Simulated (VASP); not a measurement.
# Rh (Fm-3m) in VASP: notebook

The runs below take Rh through single point, with r2SCAN.

Everything below comes from runs of VASP 6.6.1. Logs are shortened: lines on timing, memory, paths and dates and some standing lists are left out, and cuts for length are marked.

## (1) The cell of the first run

It takes space group Fm-3m (No. 225, cubic). Conventional cell: a = 3.689 Å, b = 3.689 Å, c = 3.689 Å, α = 90.00°, β = 90.00°, γ = 90.00°. Within 3.4 Å of Rh (site symmetry m-3m) lie 12 Rh at 2.61 Å.

## (2) Single point, r2SCAN (strain -0.030 along x and y, -0.030 along z)

The input, POSCAR:

```
Rh
1.0
    0.0000000000      1.8445035000      1.8445035000
    1.8445035000      0.0000000000      1.8445035000
    1.8445035000      1.8445035000      0.0000000000
Rh
1
Direct
    0.0000000000      0.0000000000      0.0000000000
```

The input, INCAR.step1:

```
ALGO = Normal
EDIFF = 1E-4
ENCUT = 520
GGA = PE
ISMEAR = 0
LASPH = T
LCHARG = F
LREAL = F
LWAVE = T
NBANDS = 14
NELM = 60
PREC = Accurate
SIGMA = 0.15
```

The input, INCAR.step2:

```
ALGO = Normal
EDIFF = 1E-6
ENCUT = 520
ISIF = 2
ISMEAR = 0
ISTART = 1
LASPH = T
LCHARG = T
LELF = T
LMIXTAU = T
LREAL = F
LVHAR = T
LWAVE = F
METAGGA = R2SCAN
NBANDS = 14
NELM = 60
PREC = Accurate
SIGMA = 0.15
```

The input, KPOINTS:

```
k-points
0
Gamma
  22 22 22
```

Potentials or basis: VASP PAW PBE potentials, release 64 (Rh_pv).

Launch:

```sh
> cat potpaw_PBE.64/Rh_pv/POTCAR > POTCAR
> cp INCAR.step1 INCAR
> mpirun -np 1 vasp_std > vasp.out
> cp INCAR.step2 INCAR
> mpirun -np 1 vasp_std > vasp.out
```

OUTCAR:

```text
EDIFF = 1E-6
   ENCUT = 520
   ISIF = 2
   ISMEAR = 0
   ISTART = 1
   LASPH = T
   LREAL = F
   METAGGA = R2SCAN
   NELM = 60
   PREC = Accurate

 ion  position               nearest neighbor table
   1  0.000  0.000  0.000-

  LATTYP: Found a face centered cubic cell.
 ALAT       =     3.6890070000

  Lattice vectors:

 A1 = (   0.0000000000,   1.8445035000,   1.8445035000)
 A2 = (   1.8445035000,   0.0000000000,   1.8445035000)
 A3 = (   1.8445035000,   1.8445035000,   0.0000000000)

Analysis of symmetry for initial positions (statically):
=====================================================================
 Subroutine PRICEL returns:
 Original cell was already a primitive cell.

 Routine SETGRP: Setting up the symmetry group for a
 face centered cubic supercell.

 Subroutine GETGRP returns: Found 48 space group operations
 (whereof 48 operations were pure point group operations)
 out of a pool of 48 trial point group operations.

The static configuration has the point symmetry O_h .

Analysis of symmetry for dynamics (positions and initial velocities):
=====================================================================
 Subroutine PRICEL returns:
 Original cell was already a primitive cell.

 Routine SETGRP: Setting up the symmetry group for a
 face centered cubic supercell.

 Subroutine GETGRP returns: Found 48 space group operations
 (whereof 48 operations were pure point group operations)
 out of a pool of 48 trial point group operations.

The dynamic configuration has the point symmetry O_h .

 Subroutine INISYM returns: Found 48 space group operations
 (whereof 48 operations are pure point group operations),
 and found     1 'primitive' translations

----------------------------------------------------------------------------------------

                                     Primitive cell

  volume of cell :      12.5507

  direct lattice vectors                    reciprocal lattice vectors
     0.000000000  1.844503500  1.844503500    -0.271075658  0.271075658  0.271075658
     1.844503500  0.000000000  1.844503500     0.271075658 -0.271075658  0.271075658
     1.844503500  1.844503500  0.000000000     0.271075658  0.271075658 -0.271075658

  length of vectors
     2.608521866  2.608521866  2.608521866     0.469516812  0.469516812  0.469516812

  position of ions in fractional coordinates (direct lattice)
     0.000000000  0.000000000  0.000000000

  ion indices of the primitive-cell ions
   primitive index   ion index
                 1           1

----------------------------------------------------------------------------------------

 KPOINTS: k-points

Automatic generation of k-mesh.
 Grid dimensions read from file:
 generate k-points for:   22   22   22

 Generating k-lattice:

  Cartesian coordinates                     Fractional coordinates (reciprocal lattice)
    -0.012321621  0.012321621  0.012321621     0.045454545  0.000000000  0.000000000
     0.012321621 -0.012321621  0.012321621     0.000000000  0.045454545  0.000000000
     0.012321621  0.012321621 -0.012321621     0.000000000  0.000000000  0.045454545

  Length of vectors
     0.021341673  0.021341673  0.021341673

  Shift w.r.t. Gamma in fractional coordinates (k-lattice)
     0.000000000  0.000000000  0.000000000

 Subroutine IBZKPT returns following result:
 ===========================================

 Found    328 irreducible k-points:

 Following reciprocal coordinates:
            Coordinates               Weight
  0.000000  0.000000  0.000000      1.000000
  0.045455  0.000000  0.000000      8.000000
  0.090909  0.000000  0.000000      8.000000
  0.136364  0.000000  0.000000      8.000000
  0.181818  0.000000  0.000000      8.000000
  0.227273  0.000000  0.000000      8.000000
[... 16 lines left out ...]
  0.500000  0.045455  0.000000     24.000000
 -0.454545  0.045455  0.000000     24.000000
 [... further k-points ...]
   k-points           NKPTS =    328   k-points in BZ     NKDIM =    328   number of bands    NBANDS=     14
   number of dos      NEDOS =    301   number of ions     NIONS =      1
   total plane-waves  NPLWV =   8000
   dimension x,y,z NGX =    20 NGY =   20 NGZ =   20
   dimension x,y,z NGXF=    40 NGYF=   40 NGZF=   40
   ions per type =               1
   NGX,Y,Z   is equivalent  to a cutoff of  12.75, 12.75, 12.75 a.u.
   NGXF,Y,Z  is equivalent  to a cutoff of  25.49, 25.49, 25.49 a.u.
 SYSTEM =  unknown system
   PREC   = accura    normal or accurate (medium, high low for compatibility)
   ISTART =      1    job   : 0-new  1-cont  2-samecut
   ICHARG =      0    charge: 1-file 2-atom 10-const
   ISPIN  =      1    spin polarized calculation?
   LNONCOLLINEAR =      F non collinear calculations
   LSORBIT =      F    spin-orbit coupling
   LASPH  =      T    aspherical Exc in radial PAW
   ENCUT  =  520.0 eV  38.22 Ry    6.18 a.u.   4.85  4.85  4.85*2*pi/ulx,y,z
   NELM   =     60;   NELMIN=  2; NELMDL=  0     # of ELM steps
   EDIFF  = 0.1E-05   stopping-criterion for ELM
   LREAL  =      F    real-space projection
   EDIFFG = 0.1E-04   stopping-criterion for IOM
   NSW    =      0    number of steps for IOM
   IBRION =     -1    ionic relax: 0-MD 1-quasi-New 2-CG
   NFREE  =      0    steps in history (QN), initial steepest desc. (CG)
   ISIF   =      2    stress and relaxation
   ISYM   =      2    0-nonsym 1-usesym 2-fastsym
   POTIM  = 0.5000    time-step for ionic-motion
   TEBEG  =    0.0;   TEEND  =   0.0 temperature during run
   PSTRESS=    0.0 pullay stress
   NELECT =      15.0000    total number of electrons
   NUPDOWN=      -1.0000    fix difference up-down
   EMIN   =  10.00;   EMAX   =-10.00  energy-range for DOS
   EFERMI =   0.00;   METHOD = LEGACY
   ISMEAR =     0;   SIGMA  =   0.15  broadening in eV -4-tet -1-fermi 0-gaus
   EFERMI_NEDOS =   21; number of points for ismear=-14 and -15
   IALGO  =     38    algorithm
   IMIX   =      4    mixing-type and parameters
     AMIX     =   0.40;   BMIX     =  1.00
     AMIX_MAG =   1.60;   BMIX_MAG =  1.00
  volume/ion in A,a.u.               =      12.55        84.70
  Fermi-wavevector in a.u.,A,eV,Ry     =   1.737330  3.283079 41.066698  3.018317
  Thomas-Fermi vector in A             =   2.810575
   LORBIT       =      0    0 simple, 1 ext, 2 COOP (PROOUT), +10 PAW based schemes
   METAGGA = R2SCAN    functional components
   LHFCALC =     F    Hartree Fock is set to
   AEXX    =    0.0000 exact exchange contribution
   IVDW    =     0    specifies the selected vdW correction
   LEPSILON=     F    determine dielectric tensor
   LRPA    =     F    only Hartree local field effects (RPA)
 non-spin polarized calculation
 Gauss-broadening in eV      SIGMA  =   0.15
  energy-cutoff  :      520.00
  volume of cell :       12.55
 maximum number of plane-waves:       349
   NGX =  9   NGY =  9   NGZ =  9

 number of electron      14.9999995 magnetization

 Free energy of the ion-electron system (eV)
  ---------------------------------------------------
  ext. energy  EPLUGINS =         0.00000000
  ---------------------------------------------------
  free energy    TOTEN  =       -24.02738935 eV

  energy without entropy =      -24.01482830  energy(sigma->0) =      -24.02110882

 E-fermi :  13.4869     XC(G=0): -15.8976

 val. band max:       13.4865206908   @ k =   0.4545   0.3636   0.0909
 cond. band min:      13.4935224136   @ k =   0.4091   0.3636   0.0455
 fundamental gap:      0.0070017229
 Fermi energy:        13.4868872353

 k-point     1 :       0.0000    0.0000    0.0000
  band No.  band energies     occupation
      1     -34.4611      2.00000
      2     -34.4611      2.00000
      3     -34.4611      2.00000
      4       4.6084      2.00000
      5       9.8341      2.00000
      6       9.8341      2.00000
      7       9.8341      2.00000
      8      12.2713      2.00000
      9      12.2713      2.00000
     10      30.0947      0.00000
     11      30.7849      0.00000
     12      36.3977      0.00000
     13      36.3977      0.00000
     14      36.3977      0.00000

 k-point     2 :       0.0455    0.0000    0.0000
  band No.  band energies     occupation
      1     -34.4839      2.00000
      2     -34.4641      2.00000
      3     -34.4641      2.00000
      4       4.7045      2.00000
      5       9.7879      2.00000
      6       9.8733      2.00000
      7       9.8733      2.00000
      8      12.2477      2.00000
      9      12.2477      2.00000
     10      30.2449      0.00000
     11      30.7848      0.00000
     12      35.8854      0.00000
     13      36.5447      0.00000
     14      36.5447      0.00000

 k-point     3 :       0.0909    0.0000    0.0000
  band No.  band energies     occupation
      1     -34.5501      2.00000
      2     -34.4728      2.00000
      3     -34.4728      2.00000
      4       4.9830      2.00000
      5       9.6656      2.00000
      6       9.9810      2.00000
      7       9.9810      2.00000
      8      12.1898      2.00000
      9      12.1898      2.00000
     10      30.6677      0.00000
     11      30.7848      0.00000
     12      34.7273      0.00000
     13      36.9769      0.00000
     14      36.9769      0.00000
[... 324 lines left out ...]
 k-point    23 :       0.5000    0.0455    0.0000
  band No.  band energies     occupation
      1     -35.5244      2.00000
      2     -34.6201      2.00000
      3     -34.6113      2.00000
      4       6.3965      2.00000
      5       9.6286      2.00000
      6       9.7679      2.00000
      7      13.2282      1.98525
      8      14.1924      0.00000
      9      15.2620      0.00000
     10      23.6415      0.00000
     11      29.8313      0.00000
     12      30.7859      0.00000
     13      36.4763      0.00000
     14      36.5263      0.00000

 k-point    24 :      -0.4545    0.0455    0.0000
  band No.  band energies     occupation
      1     -35.5175      2.00000
      2     -34.6232      2.00000
      3     -34.6064      2.00000
      4       6.4067      2.00000
      5       9.6483      2.00000
      6       9.7664      2.00000
      7      13.2089      1.99124
      8      14.0745      0.00000
      9      15.2170      0.00000
     10      23.7868      0.00000
     11      29.8694      0.00000
     12      30.7859      0.00000
     13      36.3384      0.00000
     14      36.8157      0.00000

 [... further k-points ...]

------------------------ aborting loop because EDIFF is reached ----------------------------------------

  FORCE on cell =-STRESS in cart. coord.  units (eV):
  Direction    XX          YY          ZZ          XY          YZ          ZX
  --------------------------------------------------------------------------------------
  -------------------------------------------------------------------------------------
  Total        2.6137643      2.6137643      2.6137643     -0.0000000     -0.0000000      0.0000000
  in kB      333.6633946    333.6633946    333.6633946     -0.0000000     -0.0000000      0.0000000
  external PRESSURE =     333.6633946 kB  Pullay stress =       0.0000000 kB

 VOLUME and BASIS-vectors are now :
 -----------------------------------------------------------------------------
  energy-cutoff  :      520.00
  volume of cell :       12.55
      direct lattice vectors                 reciprocal lattice vectors
     0.000000000  1.844503500  1.844503500    -0.271075658  0.271075658  0.271075658
     1.844503500  0.000000000  1.844503500     0.271075658 -0.271075658  0.271075658
     1.844503500  1.844503500  0.000000000     0.271075658  0.271075658 -0.271075658

 POSITION                                       TOTAL-FORCE (eV/Angst)
 -----------------------------------------------------------------------------------
      0.00000      0.00000      0.00000         0.000000      0.000000     -0.000000
 -----------------------------------------------------------------------------------
    total drift:                                0.000000     -0.000000      0.000000

  FREE ENERGIE OF THE ION-ELECTRON SYSTEM (eV)
  ---------------------------------------------------
  free  energy   TOTEN  =       -24.0273893451 eV

  energy  without entropy=      -24.0148283010  energy(sigma->0) =      -24.02110882
```

Run time: 69 s. Hardware: 1 thread of Intel Xeon 6975P-C (Granite Rapids), shared host; peak memory 0.17 GiB.

What came out:

```yaml
Free_energy: -24.0274 eV
Pressure: 33.4 GPa
```

Levels at points of the mesh, in eV from the Fermi level:
```
           k point  band 4  band 5  band 6  band 7  band 8  band 9  band 10  band 11
(0.00, 0.00, 0.00)   -8.88   -3.65   -3.65   -3.65   -1.22   -1.22    16.61    17.30
(0.50, 0.00, 0.00)   -7.16   -3.79   -3.79    0.70    0.70    0.83    10.13    16.19
(0.50, 0.50, 0.00)   -7.50   -7.08    0.62    1.23    1.23    3.65    14.14    14.59
```

Caveat: the cell differs from its parent crystal (strain -0.030 along x and y, -0.030 along z); the PAW data sets were made with another functional, which shifts forces and pressure a little.

## (3) Single point, r2SCAN (strain -0.015 along x and y, -0.015 along z)

The input, POSCAR:

```
Rh
1.0
    0.0000000000      1.8730267500      1.8730267500
    1.8730267500      0.0000000000      1.8730267500
    1.8730267500      1.8730267500      0.0000000000
Rh
1
Direct
    0.0000000000      0.0000000000      0.0000000000
```

The input, INCAR.step1:

```
SYSTEM = Rh
PREC = Accurate
ENCUT = 520
ISMEAR = 0
SIGMA = 0.15
LREAL = .FALSE.
LASPH = .TRUE.
NELM = 60
NBANDS = 14
GGA = PE
ALGO = Normal
EDIFF = 1E-4
LWAVE = .TRUE.
LCHARG = .FALSE.
```

The input, INCAR.step2:

```
SYSTEM = Rh
PREC = Accurate
ENCUT = 520
EDIFF = 1E-6
ISMEAR = 0
SIGMA = 0.15
LREAL = .FALSE.
LASPH = .TRUE.
NELM = 60
ALGO = Normal
ISIF = 2
LWAVE = .FALSE.
LCHARG = .FALSE.
METAGGA = R2SCAN
LMIXTAU = .TRUE.
NBANDS = 14
ISTART = 1
```

The input, KPOINTS:

```
Automatic mesh
0
G
  22 22 22
  0 0 0
```

Potentials or basis: VASP PAW PBE potentials, release 64 (Rh_pv).

Launch:

```sh
> cat potpaw_PBE.64/Rh_pv/POTCAR > POTCAR
> cp INCAR.step1 INCAR
> mpirun -np 1 vasp_std > vasp.out
> cp INCAR.step2 INCAR
> mpirun -np 1 vasp_std > vasp.out
```

It took 72 s on 1 thread of Intel Xeon 6975P-C (Granite Rapids), shared host; peak memory 0.17 GiB.

Results (log left out):

* Free energy: -24.1157 eV
* Pressure: 15.1 GPa

Levels at points of the mesh, in eV from the Fermi level:
| k point | band 3 | band 4 | band 5 | band 6 | band 7 | band 8 | band 9 | band 10 | band 11 | band 12 |
| --- | --- | --- | --- | --- | --- | --- | --- | --- | --- | --- |
| (0.00, 0.00, 0.00) | -47.86 | -8.52 | -3.40 | -3.40 | -3.40 | -1.14 | -1.14 | 16.68 | 17.34 | 22.70 |
| (0.50, 0.00, 0.00) | -47.99 | -6.73 | -3.52 | -3.52 | 0.64 | 0.64 | 0.86 | 9.59 | 16.25 | 17.34 |
| (0.50, 0.50, 0.00) | -48.20 | -7.00 | -6.61 | 0.57 | 1.14 | 1.14 | 3.56 | 13.49 | 14.30 | 14.30 |

Caveat: the cell differs from its parent crystal (strain -0.015 along x and y, -0.015 along z); the PAW data sets were made with another functional, which shifts forces and pressure a little.
